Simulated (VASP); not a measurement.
# HfB2 (P6/mmm) in VASP: settings compared

HfB2 is run at these levels: PBE, LDA, PBEsol; tasks: relaxation of cell and atoms, single point.

Program: VASP 6.6.1. These are calculated values, not measurements. Logs are shortened: lines on timing, memory, paths and dates and some standing lists are left out, and cuts for length are marked.

**1. The cell of the first run**

Symmetry: P6/mmm, No. 191, hexagonal system. The conventional cell has a = 3.140 Å, b = 3.140 Å, c = 3.480 Å, α = 90.00°, β = 90.00°, γ = 120.00°. Hf (site symmetry 6/mmm) has 12 B at 2.51 Å and 6 Hf at 3.14 Å within 3.3 Å. Within 2.4 Å of B (site symmetry -6m2) lie 3 B at 1.81 Å.

**2. Relaxation of cell and atoms, PBE, target pressure 20 GPa, at which the enthalpy is minimised**

Input file INCAR:

```
ALGO = Normal ; EDIFF = 1E-6
EDIFFG = -0.01 ; ENCUT = 600
GGA = PE ; IBRION = 2
ISIF = 3 ; ISMEAR = -1
LASPH = True ; LCHARG = False
LREAL = False ; LWAVE = False
NELM = 100 ; NSW = 60
PREC = Accurate ; PSTRESS = 200.0
SIGMA = 0.05
```

Input file KPOINTS:

```
k-points
0
Gamma
  10 10 8
```

Input file POSCAR:

```
HfB2
1.0
    3.1400000000      0.0000000000      0.0000000000
   -1.5700000000      2.7193197679      0.0000000000
    0.0000000000      0.0000000000      3.4800000000
Hf B
1 2
Direct
    0.0000000000      0.0000000000      0.0000000000
    0.6666666667      0.3333333333      0.5000000000
    0.3333333333      0.6666666667      0.5000000000
```

Potentials or basis: VASP PAW PBE potentials, release 64 (Hf_pv, B).

The run is started by

```bash
$ cat potpaw_PBE.64/Hf_pv/POTCAR potpaw_PBE.64/B/POTCAR > POTCAR
$ mpirun -np 1 vasp_std > vasp.out
```

OUTCAR:

```text
EDIFF = 1E-6
   EDIFFG = -0.01
   ENCUT = 600
   GGA = PE
   IBRION = 2
   ISIF = 3
   ISMEAR = -1
   LASPH = True
   LREAL = False
   NELM = 100
   NSW = 60
   PREC = Accurate
   PSTRESS = 200.0

 ion  position               nearest neighbor table
   1  0.000  0.000  0.000-   2 2.51   3 2.51   2 2.51   3 2.51   2 2.51   2 2.51   3 2.51   3 2.51
                             2 2.51   2 2.51   3 2.51   3 2.51
   2  0.667  0.333  0.500-   3 1.81   3 1.81   3 1.81   1 2.51   1 2.51   1 2.51   1 2.51   1 2.51
                             1 2.51
   3  0.333  0.667  0.500-   2 1.81   2 1.81   2 1.81   1 2.51   1 2.51   1 2.51   1 2.51   1 2.51
                             1 2.51

  LATTYP: Found a hexagonal cell.
 ALAT       =     3.1400000000
 C/A-ratio  =     1.1082802548

  Lattice vectors:

 A1 = (   3.1400000000,   0.0000000000,   0.0000000000)
 A2 = (  -1.5700000000,   2.7193197679,   0.0000000000)
 A3 = (   0.0000000000,   0.0000000000,   3.4800000000)

Analysis of symmetry for initial positions (statically):
=====================================================================
 Subroutine PRICEL returns:
 Original cell was already a primitive cell.

 Routine SETGRP: Setting up the symmetry group for a
 hexagonal supercell.

 Subroutine GETGRP returns: Found 24 space group operations
 (whereof 24 operations were pure point group operations)
 out of a pool of 24 trial point group operations.

The static configuration has the point symmetry D_6h.

Analysis of symmetry for dynamics (positions and initial velocities):
=====================================================================
 Subroutine PRICEL returns:
 Original cell was already a primitive cell.

 Routine SETGRP: Setting up the symmetry group for a
 hexagonal supercell.

 Subroutine GETGRP returns: Found 24 space group operations
 (whereof 24 operations were pure point group operations)
 out of a pool of 24 trial point group operations.

The dynamic configuration has the point symmetry D_6h.

 Subroutine INISYM returns: Found 24 space group operations
 (whereof 24 operations are pure point group operations),
 and found     1 'primitive' translations

----------------------------------------------------------------------------------------

                                     Primitive cell

  volume of cell :      29.7146

  direct lattice vectors                    reciprocal lattice vectors
     3.140000000  0.000000000  0.000000000     0.318471338  0.183869512  0.000000000
    -1.570000000  2.719319768  0.000000000     0.000000000  0.367739025  0.000000000
[... 103 lines left out ...]
   EFERMI_NEDOS =   21; number of points for ismear=-14 and -15
   IALGO  =     38    algorithm
   IMIX   =      4    mixing-type and parameters
     AMIX     =   0.40;   BMIX     =  1.00
     AMIX_MAG =   1.60;   BMIX_MAG =  1.00
  volume/ion in A,a.u.               =       9.90        66.84
  Fermi-wavevector in a.u.,A,eV,Ry     =   1.331860  2.516850 24.134693  1.773850
  Thomas-Fermi vector in A             =   2.460838
   LORBIT       =      0    0 simple, 1 ext, 2 COOP (PROOUT), +10 PAW based schemes
   GGA     = PE    functional components
   LHFCALC =     F    Hartree Fock is set to
   AEXX    =    0.0000 exact exchange contribution
   IVDW    =     0    specifies the selected vdW correction
   LEPSILON=     F    determine dielectric tensor
   LRPA    =     F    only Hartree local field effects (RPA)
 conjugate gradient relaxation of ions
 non-spin polarized calculation
  energy-cutoff  :      600.00
  volume of cell :       29.71
 maximum number of plane-waves:      1010
 NGX is ok and might be reduce to    28
   NGX = 13   NGY = 13   NGZ = 13

--------------------------------------- Ionic step        1  -------------------------------------------

 number of electron      15.9999999 magnetization

 Free energy of the ion-electron system (eV)
  ---------------------------------------------------
  ext. energy  EPLUGINS =         0.00000000
  ---------------------------------------------------
  free energy    TOTEN  =       -26.40147001 eV

  energy without entropy =      -26.39887978  energy(sigma->0) =      -26.40017490

------------------------ aborting loop because EDIFF is reached ----------------------------------------

  FORCE on cell =-STRESS in cart. coord.  units (eV):
  Direction    XX          YY          ZZ          XY          YZ          ZX
  --------------------------------------------------------------------------------------
  -------------------------------------------------------------------------------------
  Total        0.1372561      0.1372561      0.2781139      0.0000000      0.0000000     -0.0000000
  in kB        7.4007028      7.4007028     14.9956077      0.0000000      0.0000000     -0.0000000
  external PRESSURE =    -190.0676623 kB  Pullay stress =     200.0000000 kB
[... 299 lines left out ...]
--------------------------------------- Ionic step        9  -------------------------------------------

 number of electron      16.0000001 magnetization

 Free energy of the ion-electron system (eV)
  ---------------------------------------------------
  ext. energy  EPLUGINS =         0.00000000
  ---------------------------------------------------
  free energy    TOTEN  =       -26.28425112 eV

  energy without entropy =      -26.28170377  energy(sigma->0) =      -26.28297745

 E-fermi :   8.0710     XC(G=0): -12.9067

 val. band max:        8.0110875316   @ k =   0.2000   0.2000   0.1250
 cond. band min:       8.3155415157   @ k =   0.1000   0.1000   0.2500
 fundamental gap:      0.3044539841
 Fermi energy:         8.0709902723

 k-point     1 :       0.0000    0.0000    0.0000
  band No.  band energies     occupation
      1     -22.2313      2.00000
      2     -21.6557      2.00000
      3     -21.6557      2.00000
      4      -5.9279      2.00000
      5       5.0309      2.00000
      6       5.1377      2.00000
      7       5.1377      2.00000
      8       5.4641      2.00000
      9      12.5544      0.00000
     10      12.5544      0.00000
     11      13.2362      0.00000
     12      13.2362      0.00000
[... 331 lines left out ...]
 k-point    24 :       0.4000    0.1000    0.1250
  band No.  band energies     occupation
      1     -22.5463      2.00000
      2     -22.1066      2.00000
      3     -21.9223      2.00000
      4      -1.9877      2.00000
      5      -0.5749      2.00000
      6       3.3916      2.00000
      7       4.2942      2.00000
      8       5.8310      2.00000
      9       9.4466      0.00000
     10      12.6677      0.00000
     11      12.7471      0.00000
     12      14.9605      0.00000

 [... further k-points ...]
[... 5 lines left out ...]
  --------------------------------------------------------------------------------------
  -------------------------------------------------------------------------------------
  Total        3.4774279      3.4774279      3.4801641      0.0000000      0.0000000      0.0000000
  in kB      200.1339932    200.1339932    200.2914683      0.0000000      0.0000000      0.0000000
  external PRESSURE =       0.1864849 kB  Pullay stress =     200.0000000 kB
[... 22 lines left out ...]
  energy  without entropy=      -26.2817037736  energy(sigma->0) =      -26.28297745

  enthalpy is  TOTEN    =       -22.8091514513 eV   P V=        3.4750996721

 reached required accuracy - stopping structural energy minimisation
```

OSZICAR:

```text
N       E                     dE             d eps       ncg     rms          rms(c)
DAV:   1     0.337503609669E+02    0.33750E+02   -0.92830E+03  1680   0.143E+03
DAV:   2    -0.267866446393E+02   -0.60537E+02   -0.56563E+02  2052   0.258E+02
DAV:   3    -0.287583613533E+02   -0.19717E+01   -0.19479E+01  2188   0.351E+01
[... 64 lines left out ...]
       N       E                     dE             d eps       ncg     rms          rms(c)
DAV:   1    -0.262842722179E+02   -0.23289E-02   -0.10608E-03  1792   0.307E-01    0.110E-01
DAV:   2    -0.262842581367E+02    0.14081E-04   -0.30766E-05  1932   0.560E-02    0.434E-02
DAV:   3    -0.262842515505E+02    0.65863E-05   -0.11006E-05  2016   0.299E-02    0.251E-02
DAV:   4    -0.262842511234E+02    0.42709E-06   -0.47641E-07   916   0.700E-03
   9 F= -.22809151E+02 E0= -.22807878E+02  d E =-.393710E-04
```

CONTCAR:

```text
HfB2
   1.00000000000000
     3.0750585558485994    0.0000000000000000   -0.0000000000000000
    -1.5375292779242997    2.6630788275085364    0.0000000000000000
     0.0000000000000000    0.0000000000000000    3.3994639519935439
  Hf              B
     1     2
Direct
     0.0000000000000000    0.0000000000000000    0.0000000000000000
     0.6666666667000030    0.3333333332999970    0.5000000000000000
     0.3333333332999970    0.6666666667000030    0.5000000000000000

  0.00000000E+00  0.00000000E+00  0.00000000E+00
  0.00000000E+00  0.00000000E+00  0.00000000E+00
  0.00000000E+00  0.00000000E+00  0.00000000E+00
```

Run time: 2.1 min. Hardware: 1 thread of AMD EPYC 7R43 (Zen 3), shared host; peak memory 0.16 GiB.

What came out:

| Quantity | Value |
| --- | --- |
| Free energy | -26.2843 eV |
| Relaxed volume | 9.28 Å³/atom |
| Relaxed cell | a = 3.075 Å, b = 3.075 Å, c = 3.399 Å, α = 90.00°, β = 90.00°, γ = 120.00° |
| Space group after relaxing (to 0.05 Å) | P6/mmm (No. 191) |
| Energy change on relaxing (the enthalpy is what falls) | +39.1 meV/atom |
| Ionic steps | 9 |
| Pressure after relaxing | 20.0 GPa |
| Band gap on the k mesh | zero (band 8 reaches 8.80 eV, above the bottom of band 9 at 7.92 eV) |

Step by step:
```tsv
step	energy change (eV)	largest force (eV/Å)	pressure (GPa)	volume (Å³)
1	0.0000	0.0000	0.99	29.71
2	0.8479	0.0000	64.31	24.94
3	0.1093	0.0000	19.33	27.91
4	0.1155	0.0000	19.87	27.85
5	0.1200	0.0000	20.31	27.82
6	0.1118	0.0000	19.50	27.88
7	0.1138	0.0000	19.70	27.87
8	0.1195	0.0000	20.23	27.82
9	0.1172	0.0000	20.02	27.84
```

Final structure:
```
Hf B
1.0
     3.07506    0.00000    0.00000
    -1.53753    2.66308    0.00000
     0.00000    0.00000    3.39946
Hf B
1 2
Direct
  0.00000 0.00000 0.00000
  0.66667 0.33333 0.50000
  0.33333 0.66667 0.50000
```

Levels at points of the mesh, in eV from the Fermi level:
```csv
k point,band 5,band 6,band 7,band 8,band 9,band 10,band 11,band 12
"(0.00, 0.00, 0.00)",-3.04,-2.93,-2.93,-2.61,4.48,4.48,5.17,5.17
"(0.50, 0.00, 0.00)",-8.97,-4.23,-3.39,-2.94,2.39,3.06,6.22,6.29
"(0.00, 0.00, 0.50)",-8.50,-1.10,-1.10,0.43,0.43,1.18,1.18,2.58
"(0.50, 0.00, 0.50)",-7.46,-5.10,-4.82,-2.42,4.50,4.71,6.90,8.03
```

Caveat: the cell is relaxed towards a set pressure, so the enthalpy falls and the energy may rise; spin-orbit coupling is left out, which moves the levels of the heavy elements.

(Part 1 of 2 ends here.)
